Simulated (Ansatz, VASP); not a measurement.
One calculation of CoO, two programs

```
Co O
1.0
     3.19765    0.00000    0.00000
    -1.59882    2.76924    0.00000
     0.00000    0.00000    5.22871
Co O
2 2
Direct
  0.00000 0.00000 0.00347
  0.33333 0.66667 0.50336
  0.00000 0.00000 0.37161
  0.33333 0.66667 0.87156
```

Alike in both runs: task single point; functional PBE; k mesh 12 × 12 × 8; occupations gaussian, width 0.02 eV; collinear spin; Hubbard terms Co d U = 3.32 eV.

|  | VASP | Ansatz |
| --- | --- | --- |
| version | VASP 6.6.1 | Ansatz 0.2.0 |
| potentials or method | VASP PAW PBE potentials, release 64 (Co, O), cutoff 520 eV | scalar-relativistic, plane waves, PAW |
| valence electrons in the cell | 30 | 46 |

|  | VASP | Ansatz | Ansatz less VASP |
| --- | --- | --- | --- |
| gap on the k mesh at the Fermi level (eV) | 1.21 | 1.13 | -0.081 |
| least direct gap on the mesh (eV) | 1.31 | 1.23 | -0.079 |
| pressure (GPa) | 7.6 | 9.7 | +2.16 |
| traceless stress, the component that is largest in VASP (GPa) | 0.22 | 0.42 | +0.200 |
| rms of the force components (eV/Å) | 0.078 | 0.071 | -0.0066 |
| net moment per atom (μB) | 0.00 | 0.00 | 0.000 |
| size of the moment on the site where the two differ most (μB) | 2.62 | 2.37 | -0.256 |

Site moments also hang on the region over which each program counts them. The programs project onto different local orbitals, so the same U acts differently, and such runs can settle in different states. Atom by atom the forces differ by 0.007 eV/Å (rms over components). VASP's potentials hold 30 valence electrons a cell and Ansatz's 46, so a difference there can come from the potentials and not from the codes.
